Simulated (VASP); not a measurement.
# WSe2 in VASP: single point with PBE+D3(BJ)

Aim: the single point of WSe2 with PBE+D3(BJ).

Everything below comes from runs of VASP 6.6.1. Logs are shortened: lines on timing, memory, paths and dates and some standing lists are left out, and cuts for length are marked.

## 1. The cell of the first run

The cell holds a slab with vacuum, 6 atoms: a = 3.285 Å, b = 3.285 Å, c = 24.239 Å, α = 90.00°, β = 90.00°, γ = 120.00°.

## 2. Single point, PBE+D3(BJ) (layers slid over each other)

INCAR

```
PREC = Accurate ; ENCUT = 520
EDIFF = 1E-6 ; ISMEAR = 0
SIGMA = 0.05 ; LREAL = F
LASPH = T ; NELM = 100
ALGO = Normal ; ISIF = 2
LWAVE = F ; LCHARG = T
LDIPOL = T ; IDIPOL = 3
DIPOL = 0.5 0.5 0.393 ; GGA = PE
IVDW = 12 ; LELF = T
LVHAR = T ; LVACPOTAV = T
NBANDS = 35
```

KPOINTS

```
Automatic mesh
0
Gamma
  9 9 1
```

POSCAR

```
WSe2
1.0
    3.2854926884      0.0000000000      0.0000000000
   -1.6427463442      2.8453201321      0.0000000000
    0.0000000000      0.0000000000     24.2386466672
Se W
4 2
Direct
    0.3333333333      0.6666666667      0.1856539295
    0.3333333333      0.6666666667      0.3246601777
    0.5000000000      1.3333333333      0.4612189569
    0.5000000000      1.3333333333      0.6002252051
    0.6666666667      0.3333333333      0.2551570536
    0.8333333333      1.0000000000      0.5307220810
```

Potentials or basis: VASP PAW PBE potentials, release 64 (Se, W_sv).

Started as:

```sh
cat potpaw_PBE.64/Se/POTCAR potpaw_PBE.64/W_sv/POTCAR > POTCAR
mpirun -np 1 vasp_std > vasp.out
```

OUTCAR:

```text
PREC = Accurate
   ENCUT = 520
   EDIFF = 1E-6
   ISMEAR = 0
   LREAL = F
   LASPH = T
   NELM = 100
   ISIF = 2
   GGA = PE
   IVDW = 12
 IVDW          = 12

 ion  position               nearest neighbor table
   1  0.333  0.667  0.186-   5 2.54   5 2.54   5 2.54
   2  0.333  0.667  0.325-   5 2.54   5 2.54   5 2.54
   3  0.500  0.333  0.461-   6 2.54   6 2.54   6 2.54
   4  0.500  0.333  0.600-   6 2.54   6 2.54   6 2.54
   5  0.667  0.333  0.255-   2 2.54   1 2.54   2 2.54   1 2.54   2 2.54   1 2.54
   6  0.833  0.000  0.531-   3 2.54   4 2.54   3 2.54   4 2.54   3 2.54   4 2.54

  LATTYP: Found a hexagonal cell.
 ALAT       =     3.2854926884
 C/A-ratio  =     7.3774769771

  Lattice vectors:

 A1 = (   3.2854926884,   0.0000000000,   0.0000000000)
 A2 = (  -1.6427463442,   2.8453201321,   0.0000000000)
 A3 = (   0.0000000000,   0.0000000000,  24.2386466672)

Analysis of symmetry for initial positions (statically):
=====================================================================
 Subroutine PRICEL returns:
 Original cell was already a primitive cell.

 Routine SETGRP: Setting up the symmetry group for a
 hexagonal supercell.

 Subroutine GETGRP returns: Found  1 space group operations
 (whereof  1 operations were pure point group operations)
 out of a pool of 24 trial point group operations.

The static configuration has the point symmetry C_1 .

Analysis of symmetry for dynamics (positions and initial velocities):
=====================================================================
 Subroutine PRICEL returns:
 Original cell was already a primitive cell.

 Routine SETGRP: Setting up the symmetry group for a
 hexagonal supercell.

 Subroutine GETGRP returns: Found  1 space group operations
 (whereof  1 operations were pure point group operations)
 out of a pool of 24 trial point group operations.

The dynamic configuration has the point symmetry C_1 .

 Subroutine INISYM returns: Found  1 space group operations
 (whereof  1 operations are pure point group operations),
 and found     1 'primitive' translations

----------------------------------------------------------------------------------------

                                     Primitive cell

  volume of cell :     226.5896

  direct lattice vectors                    reciprocal lattice vectors
     3.285492688  0.000000000  0.000000000     0.304368353  0.175727151  0.000000000
    -1.642746344  2.845320132  0.000000000     0.000000000  0.351454302  0.000000000
     0.000000000  0.000000000 24.238646667     0.000000000  0.000000000  0.041256429

  length of vectors
     3.285492688  3.285492688 24.238646667     0.351454302  0.351454302  0.041256429

  position of ions in fractional coordinates (direct lattice)
     0.333333333  0.666666667  0.185653929
     0.333333333  0.666666667  0.324660178
     0.500000000  0.333333333  0.461218957
     0.500000000  0.333333333  0.600225205
     0.666666667  0.333333333  0.255157054
     0.833333333  0.000000000  0.530722081

  ion indices of the primitive-cell ions
   primitive index   ion index
                 1           1
                 2           2
                 3           3
                 4           4
                 5           5
                 6           6

----------------------------------------------------------------------------------------

 KPOINTS: Automatic mesh

Automatic generation of k-mesh.
 Grid dimensions read from file:
 generate k-points for:    9    9    1

 Generating k-lattice:

  Cartesian coordinates                     Fractional coordinates (reciprocal lattice)
     0.033818706  0.019525239  0.000000000     0.111111111  0.000000000  0.000000000
     0.000000000  0.039050478  0.000000000     0.000000000  0.111111111  0.000000000
     0.000000000  0.000000000  0.041256429     0.000000000  0.000000000  1.000000000

  Length of vectors
     0.039050478  0.039050478  0.041256429

  Shift w.r.t. Gamma in fractional coordinates (k-lattice)
     0.000000000  0.000000000  0.000000000

 Subroutine IBZKPT returns following result:
 ===========================================

 Found     41 irreducible k-points:

 Following reciprocal coordinates:
            Coordinates               Weight
  0.000000  0.000000  0.000000      1.000000
  0.111111 -0.000000  0.000000      2.000000
  0.000000  0.111111  0.000000      2.000000
 -0.111111  0.111111  0.000000      2.000000
  0.222222 -0.000000  0.000000      2.000000
  0.000000  0.222222  0.000000      2.000000
[... 16 lines left out ...]
  0.333333  0.111111  0.000000      2.000000
 -0.111111  0.444444  0.000000      2.000000
 [... further k-points ...]
   k-points           NKPTS =     41   k-points in BZ     NKDIM =     41   number of bands    NBANDS=     35
   number of dos      NEDOS =    301   number of ions     NIONS =      6
   total plane-waves  NPLWV = 103680
   dimension x,y,z NGX =    24 NGY =   24 NGZ =  180
   dimension x,y,z NGXF=    48 NGYF=   48 NGZF=  360
   ions per type =               4   2
   NGX,Y,Z   is equivalent  to a cutoff of  12.14, 12.14, 12.35 a.u.
   NGXF,Y,Z  is equivalent  to a cutoff of  24.29, 24.29, 24.69 a.u.
 SYSTEM =  unknown system
   PREC   = accura    normal or accurate (medium, high low for compatibility)
   ISTART =      0    job   : 0-new  1-cont  2-samecut
   ICHARG =      2    charge: 1-file 2-atom 10-const
   ISPIN  =      1    spin polarized calculation?
   LNONCOLLINEAR =      F non collinear calculations
   LSORBIT =      F    spin-orbit coupling
   LASPH  =      T    aspherical Exc in radial PAW
   ENCUT  =  520.0 eV  38.22 Ry    6.18 a.u.   6.11  6.11 45.07*2*pi/ulx,y,z
   NELM   =    100;   NELMIN=  2; NELMDL= -5     # of ELM steps
   EDIFF  = 0.1E-05   stopping-criterion for ELM
   LREAL  =      F    real-space projection
   EDIFFG = 0.1E-04   stopping-criterion for IOM
   NSW    =      0    number of steps for IOM
   IBRION =     -1    ionic relax: 0-MD 1-quasi-New 2-CG
   NFREE  =      0    steps in history (QN), initial steepest desc. (CG)
   ISIF   =      2    stress and relaxation
   ISYM   =      2    0-nonsym 1-usesym 2-fastsym
   POTIM  = 0.5000    time-step for ionic-motion
   TEBEG  =    0.0;   TEEND  =   0.0 temperature during run
   PSTRESS=    0.0 pullay stress
   NELECT =      52.0000    total number of electrons
   NUPDOWN=      -1.0000    fix difference up-down
   EMIN   =  10.00;   EMAX   =-10.00  energy-range for DOS
   EFERMI =   0.00;   METHOD = LEGACY
   ISMEAR =     0;   SIGMA  =   0.05  broadening in eV -4-tet -1-fermi 0-gaus
   EFERMI_NEDOS =   21; number of points for ismear=-14 and -15
   IALGO  =     38    algorithm
   IMIX   =      4    mixing-type and parameters
     AMIX     =   0.40;   BMIX     =  1.00
     AMIX_MAG =   1.60;   BMIX_MAG =  1.00
  volume/ion in A,a.u.               =      37.76       254.85
  Fermi-wavevector in a.u.,A,eV,Ry     =   1.002296  1.894065 13.668372  1.004597
  Thomas-Fermi vector in A             =   2.134774
   LORBIT       =      0    0 simple, 1 ext, 2 COOP (PROOUT), +10 PAW based schemes
   GGA     = PE    functional components
   LHFCALC =     F    Hartree Fock is set to
   AEXX    =    0.0000 exact exchange contribution
   IVDW    =    12    specifies the selected vdW correction
   LEPSILON=     F    determine dielectric tensor
   LRPA    =     F    only Hartree local field effects (RPA)
 non-spin polarized calculation
 Gauss-broadening in eV      SIGMA  =   0.05
  energy-cutoff  :      520.00
  volume of cell :      226.59
 maximum number of plane-waves:      6144
   NGX = 13   NGY = 13   NGZ = 91

 dipolmoment           0.000000      0.000000     -0.000001 electrons x Angstroem

 number of electron      51.9999987 magnetization

 dipolmoment           0.000000      0.000000      0.001409 electrons x Angstroem

 Free energy of the ion-electron system (eV)
  ---------------------------------------------------
  ext. energy  EPLUGINS =         0.00000000
  ---------------------------------------------------
  free energy    TOTEN  =       -43.18371129 eV

  energy without entropy =      -43.18371129  energy(sigma->0) =      -43.18371129

 E-fermi :   1.1555     XC(G=0):  -6.2350

 val. band max:        0.8765912014   @ k =   0.3333   0.3333   0.0000
 cond. band min:       2.4040747186   @ k =   0.2222   0.1111   0.0000
 fundamental gap:      1.5274835172
 Fermi energy:         1.1555437825

 k-point     1 :       0.0000    0.0000    0.0000
  band No.  band energies     occupation
      1     -73.1926      2.00000
      2     -73.1671      2.00000
      3     -37.4394      2.00000
      4     -37.4134      2.00000
      5     -37.3043      2.00000
      6     -37.3036      2.00000
[... 27 lines left out ...]
     34       4.0524      0.00000
     35       5.1998      0.00000

 k-point     2 :       0.1111   -0.0000    0.0000
  band No.  band energies     occupation
      1     -73.1914      2.00000
      2     -73.1659      2.00000
      3     -37.4342      2.00000
      4     -37.4081      2.00000
      5     -37.3315      2.00000
      6     -37.3107      2.00000
[... 27 lines left out ...]
     34       4.1896      0.00000
     35       5.6106      0.00000

 k-point     3 :       0.0000    0.1111    0.0000
  band No.  band energies     occupation
      1     -73.1914      2.00000
      2     -73.1659      2.00000
      3     -37.4342      2.00000
      4     -37.4081      2.00000
      5     -37.3316      2.00000
      6     -37.3106      2.00000
[... 27 lines left out ...]
     34       4.1663      0.00000
     35       5.6127      0.00000
[... 723 lines left out ...]
 k-point    23 :       0.3333    0.1111    0.0000
  band No.  band energies     occupation
      1     -73.1830      2.00000
      2     -73.1575      2.00000
      3     -37.5049      2.00000
      4     -37.4801      2.00000
      5     -37.3979      2.00000
      6     -37.3720      2.00000
[... 27 lines left out ...]
     34       5.2280      0.00000
     35       6.3323      0.00000

 k-point    24 :      -0.1111    0.4444    0.0000
  band No.  band energies     occupation
      1     -73.1830      2.00000
      2     -73.1575      2.00000
      3     -37.5052      2.00000
      4     -37.4801      2.00000
      5     -37.3979      2.00000
      6     -37.3720      2.00000
[... 27 lines left out ...]
     34       5.2117      0.00000
     35       6.3685      0.00000

 [... further k-points ...]

------------------------ aborting loop because EDIFF is reached ----------------------------------------

 Edisp (eV)   -2.36032

 E8    (eV) :    -1.0849

  FORCE on cell =-STRESS in cart. coord.  units (eV):
  Direction    XX          YY          ZZ          XY          YZ          ZX
  --------------------------------------------------------------------------------------
  -------------------------------------------------------------------------------------
  Total       0.01066     0.03451    -0.12192    -0.07181    -0.09970     0.16893
  in kB       0.07535     0.24401    -0.86209    -0.50774    -0.70495     1.19449
  external pressure =       -0.18 kB  Pullay stress =        0.00 kB

 VOLUME and BASIS-vectors are now :
 -----------------------------------------------------------------------------
  energy-cutoff  :      520.00
  volume of cell :      226.59
      direct lattice vectors                 reciprocal lattice vectors
     3.285492688  0.000000000  0.000000000     0.304368353  0.175727151  0.000000000
    -1.642746344  2.845320132  0.000000000     0.000000000  0.351454302  0.000000000
     0.000000000  0.000000000 24.238646667     0.000000000  0.000000000  0.041256429

 POSITION                                       TOTAL-FORCE (eV/Angst)
 -----------------------------------------------------------------------------------
     -0.00000      1.89688      4.50000         0.002632      0.000095     -0.035265
     -0.00000      1.89688      7.86932        -0.036063      0.020120      0.072965
      1.09516      0.94844     11.17932         0.032285     -0.021171     -0.064864
      1.09516      0.94844     14.54865         0.001638      0.000664      0.039283
      1.64275      0.94844      6.18466        -0.009300      0.005234      0.026719
      2.73791      0.00000     12.86398         0.008808     -0.004941     -0.038840
 -----------------------------------------------------------------------------------
    total drift:                                0.000173      0.000021     -0.000175

  FREE ENERGIE OF THE ION-ELECTRON SYSTEM (eV)
  ---------------------------------------------------
  free  energy   TOTEN  =       -45.5440346720 eV

  energy  without entropy=      -45.5440346720  energy(sigma->0) =      -45.54403467

 vacuum level on the upper side and lower side of the slab         5.936         5.909
```

It took 6.7 min on 1 thread of Intel Xeon Platinum 8488C (Sapphire Rapids), shared host; peak memory 0.48 GiB.

What came out:

* Free energy: -45.5440 eV
* Largest force: 0.084 eV/Å
* Band gap on the k mesh: 1.53 eV (least direct gap 1.64 eV)
* Dispersion energy per atom: -0.393 eV

Forces on the atoms (eV/Å):
```
Se   0.003  0.000 -0.035
Se  -0.036  0.020  0.073
Se   0.032 -0.021 -0.065
Se   0.002  0.001  0.039
W   -0.009  0.005  0.027
W    0.009 -0.005 -0.039
```

Caveat: the cell differs from its parent crystal (layers slid over each other); spin-orbit coupling is left out, which moves the levels of the heavy elements.
